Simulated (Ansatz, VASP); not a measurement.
## Two plane-wave programs on SiSb

File INCAR:

```
SYSTEM = SiSb
PREC = Accurate
ENCUT = 520
EDIFF = 1E-6
ISMEAR = 0
SIGMA = 0.1
LREAL = .FALSE.
LASPH = .TRUE.
NELM = 60
ALGO = Normal
ISIF = 2
LWAVE = .FALSE.
LCHARG = .FALSE.
GGA = PE
NBANDS = 17
```

File KPOINTS:

```
regular mesh
0
G
  6 6 4
  0 0 0
```

Contents of POSCAR:

```
SiSb
1.0
    3.7292626900      0.0000000000      0.0000000000
   -1.8646313500      3.2296362300      0.0000000000
    0.0000000000      0.0000000000      6.2137812200
Si Sb
2 2
Direct
    0.0000000000      0.0000000000      0.8025568000
    0.0000000000      0.0000000000      0.1974432000
    0.3333333300      0.6666666700      0.6146058900
    0.6666666700      0.3333333300      0.3853941100
```

Input for Ansatz:

```yaml
crystal:
  lattice:
    - [3.72926269, 0.0, 0.0]
    - [-1.86463135, 3.22963623, 0.0]
    - [0.0, 0.0, 6.21378122]
  atoms:
    - { symbol: Si, position: [0.0, 0.0, 0.8025568] }
    - { symbol: Si, position: [0.0, 0.0, 0.1974432] }
    - { symbol: Sb, position: [0.33333333, 0.66666667, 0.61460589] }
    - { symbol: Sb, position: [0.66666667, 0.33333333, 0.38539411] }
basis:
  ecutwfc: 420
kpoints:
  mp_grid: { grid: [6, 6, 4] }
hamiltonian:
  xc: pbe
scf:
  occupations: { method: gaussian, width: 0.1 }
  lower_state_search: "off"
output:
  forces: true
  stress: true
  eigenvalues: true
```

Alike in both runs: task single point; functional PBE; k mesh 6 × 6 × 4; occupations gaussian, width 0.1 eV; no spin polarisation.

|  | VASP | Ansatz |
| --- | --- | --- |
| version | VASP 6.6.1 | Ansatz 0.2.0 |
| potentials or method | VASP PAW PBE potentials, release 64 (Si, Sb), cutoff 520 eV | scalar-relativistic, plane waves, PAW |
| valence electrons in the cell | 18 | 38 |

|  | VASP | Ansatz | Ansatz less VASP |
| --- | --- | --- | --- |
| gap on the k mesh at the Fermi level (eV) | none | none | - |
| rms of the force components (eV/Å) | 2.839 | 2.793 | -0.0459 |

Atom by atom the forces differ by 0.049 eV/Å (rms over components). A gap of «none» marks a metal or a gap that the smearing closes. VASP's potentials hold 18 valence electrons a cell and Ansatz's 38, so a difference there can come from the potentials and not from the codes.

Neither program's run includes spin-orbit coupling.
